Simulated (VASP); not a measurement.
Set up this calculation in VASP 6.6.1, as the native input.

```yaml
Task: single point
Functional: PBE
Potentials_or_basis: VASP PAW PBE potentials, release 64 (Si, Ti_sv)
Cutoff: 520 eV
k_mesh: 2 × 2 × 2
Occupations: gaussian, width 0.02 eV
Spin: no spin polarisation
Dipole_correction: no
Further_INCAR_settings: LREAL = Auto; ALGO = Normal; EDIFF = 1e-06; NBANDS = 52
```

The structure of TiSi16 (a cell with a defect) lies in POSCAR:

```
TiSi16
1.0
    0.0000000000      5.4300000000      5.4300000000
    5.4300000000      0.0000000000      5.4300000000
    5.4300000000      5.4300000000      0.0000000000
Si Ti
16 1
Direct
   -0.0059603131     -0.0052083794      0.0126260589
    0.1215009208      0.1120718232      0.1453265193
   -0.0093755985      0.0105779926      0.5094752302
    0.1115662983      0.1300270718      0.6299524862
   -0.0016116022      0.5019127072      0.0002348066
    0.1283974217      0.6238867403      0.1233554328
   -0.0059898711      0.5129556169      0.4943716390
    0.1217229282      0.6464050645      0.6105522099
    0.4989896869     -0.0058068140      0.0124390424
    0.6199615101      0.1289327808      0.1307580110
    0.4952504604      0.0051946593      0.5050837937
    0.6297685083      0.1297710866      0.6296990792
    0.4986706262      0.5004054328      0.0002676796
    0.6233494475      0.6233947514      0.1228621547
    0.4991143646      0.5127732965      0.4937697974
    0.6199270718      0.6309657459      0.6288023941
    0.2433587477      0.2576716390      0.7569414365
```

One way to write it, as run:

INCAR

```
SYSTEM = TiSi16
  PREC = Accurate
  ENCUT = 520
  EDIFF = 1E-6
  ISMEAR = 0
  SIGMA = 0.02
  LREAL = Auto
  LASPH = .True.
  NELM = 80
  ALGO = Normal
  ISIF = 2
  LWAVE = .False.
  LCHARG = .False.
  GGA = PE
  NBANDS = 52
```

KPOINTS

```
Automatic mesh
0
Gamma
  2 2 2
  0 0 0
```

Potentials or basis: VASP PAW PBE potentials, release 64 (Si, Ti_sv).

Run with:

```sh
$ cat potpaw_PBE.64/Si/POTCAR potpaw_PBE.64/Ti_sv/POTCAR > POTCAR
$ mpirun -np 1 vasp_std > vasp.out
```

It gave:

- Pressure: 4.1 GPa
- Largest force: 0.165 eV/Å
- Band gap on the k mesh: zero (band 38 reaches 6.99 eV, above the bottom of band 39 at 6.60 eV)

Caveat: the k points lie up to 0.50 Å⁻¹ apart.

Run time: 4.3 min on 1 thread of AMD EPYC 7R43 64-Core Processor (Zen 3), with other jobs on the host, peak memory 0.45 GiB.
